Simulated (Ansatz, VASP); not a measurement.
**Two plane-wave programs on TaBi**

INCAR

```
SYSTEM = TaBi
  ALGO = Normal
  EDIFF = 1E-6
  ENCUT = 520
  GGA = PE
  ISIF = 2
  ISMEAR = 0
  LASPH = .True.
  LCHARG = .True.
  LELF = .True.
  LREAL = .False.
  LVHAR = .True.
  LWAVE = .False.
  NBANDS = 20
  NELM = 80
  PREC = Accurate
  SIGMA = 0.05
```

KPOINTS

```
k-points
0
Gamma
  10 10 10
  0 0 0
```

Contents of POSCAR:

```
TaBi
1.0
    0.0000000000      3.2518770194      3.2518770194
    3.2518770194      0.0000000000      3.2518770194
    3.2518770194      3.2518770194      0.0000000000
Ta Bi
1 1
Direct
    0.0000000000      0.0000000000      0.0000000000
    0.2500000000      0.2500000000      0.2500000000
```

Input for Ansatz:

```yaml
crystal:
  lattice:
    - [0.0, 3.2518770194, 3.2518770194]
    - [3.2518770194, 0.0, 3.2518770194]
    - [3.2518770194, 3.2518770194, 0.0]
  atoms:
    - { symbol: Ta, position: [0.0, 0.0, 0.0] }
    - { symbol: Bi, position: [0.25, 0.25, 0.25] }
basis:
  ecutwfc: 420
  ecutrho_ratio: 4
kpoints:
  mp_grid: { grid: [10, 10, 10] }
hamiltonian:
  xc: pbe
scf:
  occupations: { method: gaussian, width: 0.05 }
output:
  forces: true
  stress: true
  eigenvalues: true
```

Alike in both runs: task single point; functional PBE; k mesh 10 × 10 × 10; occupations gaussian, width 0.05 eV; no spin polarisation.

|  | VASP | Ansatz |
| --- | --- | --- |
| version | VASP 6.6.1 | Ansatz 0.2.0 |
| potentials or method | VASP PAW PBE potentials, release 64 (Ta_pv, Bi_d), cutoff 520 eV | scalar-relativistic, plane waves, PAW |
| valence electrons in the cell | 26 | 28 |

```csv
,VASP,Ansatz,Ansatz less VASP
gap on the k mesh at the Fermi level (eV),none,none,-
pressure (GPa),-1.2,-1.2,+0.05
```

A gap of «none» marks a metal or a gap that the smearing closes. VASP's potentials hold 26 valence electrons a cell and Ansatz's 28, so a difference there can come from the potentials and not from the codes.

Spin-orbit coupling is off throughout.
